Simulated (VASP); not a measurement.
A run of VASP 6.6.1 is set up as follows.

Contents of INCAR:

```
SYSTEM = Ga
ALGO = Normal
EDIFF = 1E-6
EDIFFG = -0.02
ENCUT = 600
GGA = PE
IBRION = 2
ISIF = 3
ISMEAR = 1
LASPH = .TRUE.
LCHARG = .FALSE.
LREAL = .FALSE.
LWAVE = .FALSE.
NELM = 60
NSW = 60
PREC = Accurate
SIGMA = 0.05
```

File KPOINTS:

```
k-points
0
G
  10 10 10
  0 0 0
```

The input POSCAR:

```
Ga
1.0
    2.5500000000      0.0000000000      0.0000000000
    0.0000000000      2.5500000000      0.0000000000
    0.0000000000      0.0000000000      2.5500000000
Ga
1
Direct
    0.0000000000      0.0000000000      0.0000000000
```

Potentials or basis: VASP PAW PBE potentials, release 64 (Ga_d).

Run with:

```sh
$ cat potpaw_PBE.64/Ga_d/POTCAR > POTCAR
$ mpirun -np 1 vasp_std > vasp.out
```

Question: Estimate the space group after relaxing (to 0.05 Å).

Answer: Pm-3m (No. 221).

Question: Estimate the relaxed volume.

Answer: 20.28 Å³/atom.

Final structure:
```yaml
crystal:
  lattice:
    - [2.72715, 0.00000, 0.00000]
    - [0.00000, 2.72715, 0.00000]
    - [0.00000, 0.00000, 2.72715]
  atoms:
    - { symbol: Ga, position: [0.00000, 0.00000, 0.00000] }
```

Caveat: the volume moved by over 15 % at a fixed basis, so the end points are rough.
